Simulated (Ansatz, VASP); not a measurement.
Two plane-wave programs on MgF2

```
CELL_PARAMETERS angstrom
4.66824 0.00000 0.00000
0.00000 4.66824 0.00000
0.00000 0.00000 3.07657
ATOMIC_POSITIONS crystal
Mg 0.00000 0.00000 0.00000
Mg 0.50000 0.50000 0.50000
F 0.30359 0.30359 0.00000
F 0.19641 0.80359 0.50000
F 0.80359 0.19641 0.50000
F 0.69641 0.69641 0.00000
```

Change from the starting cell: hydrostatic strain +1.0%.

Alike in both runs: task single point; functional r2SCAN; k mesh 6 × 6 × 8; no spin polarisation.

```csv
,VASP,Ansatz
version,VASP 6.6.1,Ansatz 0.2.0
potentials or method,"VASP PAW PBE potentials, release 64 (Mg, F)","plane waves, PAW"
plane-wave cutoff (eV),660,500
occupations,"gaussian, width 0.01 eV",fixed
valence electrons in the cell,32,48
```

Ansatz gave:

```
gap on the k mesh at the Fermi level (eV)                     : 7.86
pressure (GPa)                                                : -2.9
traceless stress, the component that is largest in VASP (GPa) : -0.24
rms of the force components (eV/Å)                            : 0.000
```

**Question.** Estimate VASP's values.

**Answer.** gap on the k mesh at the Fermi level (eV): 7.83; pressure (GPa): -4.4; traceless stress, the component that is largest in VASP (GPa): -0.33; rms of the force components (eV/Å): 0.003.

VASP's potentials were made for PBE, not for r2SCAN. Atom by atom the forces differ by 0.003 eV/Å (rms over components). VASP's potentials hold 32 valence electrons a cell and Ansatz's 48, so a difference there can come from the potentials and not from the codes.
